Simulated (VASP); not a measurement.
Input of a VASP 6.6.1 run:

The input INCAR:

```
SYSTEM = Pt
PREC = Accurate
ENCUT = 520
EDIFF = 1E-6
ISMEAR = -1
SIGMA = 0.05
LREAL = .False.
LASPH = .True.
NELM = 60
ALGO = Normal
ISIF = 2
LWAVE = .False.
LCHARG = .True.
LELF = .True.
LVHAR = .True.
NBANDS = 11
```

The input KPOINTS:

```
regular mesh
0
Gamma
  17 17 17
  0 0 0
```

The input POSCAR:

```
Pt
1.0
    0.0000000000      1.9469213646      1.9469213646
    1.9469213646      0.0000000000      1.9469213646
    1.9469213646      1.9469213646      0.0000000000
Pt
1
Direct
    0.0000000000      0.0000000000      0.0000000000
```

Potentials or basis: VASP PAW LDA potentials, release 64 (Pt).

Command:

```bash
$ cat potpaw_LDA.64/Pt/POTCAR > POTCAR
$ mpirun -np 1 vasp_std > vasp.out
```

Estimate the band gap on the k mesh.

zero (band 5 reaches 12.04 eV, above the bottom of band 6 at 9.78 eV).

What does it give for the pressure?

0.8 GPa.

Caveat: spin-orbit coupling is left out, which moves the levels of the heavy elements.
